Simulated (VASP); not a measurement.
A run of VASP 6.6.1 is set up as follows.

INCAR

```
SYSTEM = V
PREC = Accurate ; ENCUT = 600
EDIFF = 1E-6 ; ISMEAR = 0
SIGMA = 0.1 ; LREAL = .False.
LASPH = .True. ; NELM = 100
ALGO = Normal ; ISIF = 3
LWAVE = .False. ; LCHARG = .False.
GGA = PE ; IBRION = 2
NSW = 100 ; EDIFFG = -0.01
```

Contents of KPOINTS:

```
regular mesh
0
Gamma
  21 21 6
  0 0 0
```

The input POSCAR:

```
V
1.0
    2.6446863934      0.0000000000      0.0000000000
   -1.3223431967      2.2903656017      0.0000000000
    0.0000000000      0.0000000000      9.1425921673
V
4
Direct
    0.0000000000      0.0000000000      0.0000000000
    0.0000000000      0.0000000000      0.5000000000
    0.3333333333      0.6666666667      0.7500000000
    0.6666666667      0.3333333333      0.2500000000
```

Potentials or basis: VASP PAW PBE potentials, release 64 (V_sv).

Run with:

```console
$ cat potpaw_PBE.64/V_sv/POTCAR > POTCAR
$ mpirun -np 1 vasp_std > vasp.out
```

(1) Estimate the space group after relaxing (to 0.05 Å).

(2) Predict the relaxed cell.

Results:

(1) P6_3/mmc (No. 194).

(2) a = 2.638 Å, b = 2.638 Å, c = 9.207 Å, α = 90.00°, β = 90.00°, γ = 120.00°.
